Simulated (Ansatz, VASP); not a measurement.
# One calculation of Mg5CdS6, two programs

The input INCAR:

```
  PREC = Accurate
  ENCUT = 520
  EDIFF = 1E-7
  ISMEAR = 0
  SIGMA = 0.02
  LREAL = F
  LASPH = T
  NELM = 100
  ALGO = Normal
  ISIF = 2
  LWAVE = F
  LCHARG = T
  GGA = PE
  LELF = T
  LVHAR = T
  NBANDS = 41
```

Contents of KPOINTS:

```
regular mesh
0
Gamma
  12 12 2
```

POSCAR

```
Mg5CdS6
1.0
    3.7300173111      0.0000000000      0.0000000000
   -1.8650086556      3.2302897480      0.0000000000
    0.0000000000      0.0000000000     18.3097259669
Mg Cd S
5 1 6
Direct
    0.3333333333      0.6666666667      0.8358856302
    0.0000000000      0.0000000000      0.0000000000
    0.6666666667      0.3333333333      0.1641143698
    0.3333333333      0.6666666667      0.3283509849
    0.6666666667      0.3333333333      0.6716490151
    0.0000000000      0.0000000000      0.5000000000
    0.6666666667      0.3333333333      0.9179582007
    0.3333333333      0.6666666667      0.0820417993
    0.0000000000      0.0000000000      0.2461612002
    0.6666666667      0.3333333333      0.4095364321
    0.3333333333      0.6666666667      0.5904635679
    0.0000000000      0.0000000000      0.7538387998
```

Input for Ansatz:

```yaml
crystal:
  lattice:
    - [3.7300173111, 0.0, 0.0]
    - [-1.8650086556, 3.230289748, 0.0]
    - [0.0, 0.0, 18.3097259669]
  atoms:
    - { symbol: Mg, position: [0.3333333333, 0.6666666667, 0.8358856302] }
    - { symbol: Mg, position: [0.0, 0.0, 0.0] }
    - { symbol: Mg, position: [0.6666666667, 0.3333333333, 0.1641143698] }
    - { symbol: Mg, position: [0.3333333333, 0.6666666667, 0.3283509849] }
    - { symbol: Mg, position: [0.6666666667, 0.3333333333, 0.6716490151] }
    - { symbol: Cd, position: [0.0, 0.0, 0.5] }
    - { symbol: S, position: [0.6666666667, 0.3333333333, 0.9179582007] }
    - { symbol: S, position: [0.3333333333, 0.6666666667, 0.0820417993] }
    - { symbol: S, position: [0.0, 0.0, 0.2461612002] }
    - { symbol: S, position: [0.6666666667, 0.3333333333, 0.4095364321] }
    - { symbol: S, position: [0.3333333333, 0.6666666667, 0.5904635679] }
    - { symbol: S, position: [0.0, 0.0, 0.7538387998] }
basis:
  ecutwfc: 420
kpoints:
  mp_grid: { grid: [12, 12, 2] }
  band_path:
    path:
      - [[0.0, 0.0, 0.0], [0.5, 0.0, 0.0], [0.33333333, 0.33333333, 0.0], [0.0, 0.0, 0.0], [0.0, 0.0, 0.5], [0.5, 0.0, 0.5], [0.33333333, 0.33333333, 0.5], [0.0, 0.0, 0.5]]
      - [[0.5, 0.0, 0.5], [0.5, 0.0, 0.0]]
      - [[0.33333333, 0.33333333, 0.5], [0.33333333, 0.33333333, 0.0]]
    npoints: 10
hamiltonian:
  xc: pbe
scf:
  occupations: { method: gaussian, width: 0.02 }
  n_extra_bands: 30
output:
  forces: true
  stress: true
  eigenvalues: true
  populations: true
  dos: { projected: true, de: 0.02, nscf_kmesh: { grid: [18, 18, 3] } }
  bader: false
```

Alike in both runs: task single point; functional PBE; k mesh 12 × 12 × 2; occupations gaussian, width 0.02 eV; no spin polarisation.

```csv
,VASP,Ansatz
version,VASP 6.6.1,Ansatz 0.2.0
potentials or method,"VASP PAW PBE potentials, release 64 (Mg, Cd, S), cutoff 520 eV","scalar-relativistic, plane waves, PAW"
valence electrons in the cell,58,106
```

VASP gave:

- gap on the k mesh at the Fermi level (eV): 1.91
- least direct gap on the mesh (eV): 2.34
- pressure (GPa): -0.2
- rms of the force components (eV/Å): 0.011

Question: Estimate Ansatz's values.

Answer: gap on the k mesh at the Fermi level (eV): 1.92; least direct gap on the mesh (eV): 2.36; pressure (GPa): 0.0; rms of the force components (eV/Å): 0.002.

Atom by atom the forces differ by 0.012 eV/Å (rms over components). VASP's potentials hold 58 valence electrons a cell and Ansatz's 106, so a difference there can come from the potentials and not from the codes.
